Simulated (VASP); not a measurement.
## Al: single point with LDA

Al:

```
Al
1.0
     2.92073    0.00000    0.00000
    -1.46037    2.52943    0.00000
     0.00000    0.00000    5.05422
Al
2
Direct
  0.66667 0.33333 0.75000
  0.33333 0.66667 0.25000
```

* Program: VASP 6.6.1
* Task: single point
* Functional: LDA
* Potentials or basis: VASP PAW LDA potentials, release 64 (Al)
* Cutoff: 520 eV
* k mesh: 12 × 12 × 6
* Occupations: gaussian, width 0.05 eV
* Spin: no spin polarisation

```yaml
Pressure: -8.7 GPa
Band_gap_on_the_k_mesh: zero (band 3 reaches 10.05 eV, above the bottom of band 4 at 3.59 eV)
```

Stress tensor (GPa, compression positive):
```
-8.38  0.00  0.00
 0.00 -8.38  0.00
 0.00  0.00 -9.22
```

Levels at points of the mesh, in eV from the Fermi level:
```
           k point  band 1  band 2  band 3  band 4  band 5  band 6
(0.00, 0.00, 0.00)  -10.27   -4.89   -4.30   10.33   10.33   10.65
(0.50, 0.00, 0.00)   -4.74   -4.47    0.43    0.66    0.96    1.65
(0.00, 0.00, 0.50)   -8.84   -8.84    2.23    2.23   11.51   11.51
(0.50, 0.00, 0.50)   -3.44   -3.44   -2.97   -2.97    6.88    6.88
```

Run time: 12 s on 1 thread of Intel(R) Xeon(R) Platinum 8488C (Sapphire Rapids), with other jobs on the host, peak memory 0.14 GiB.
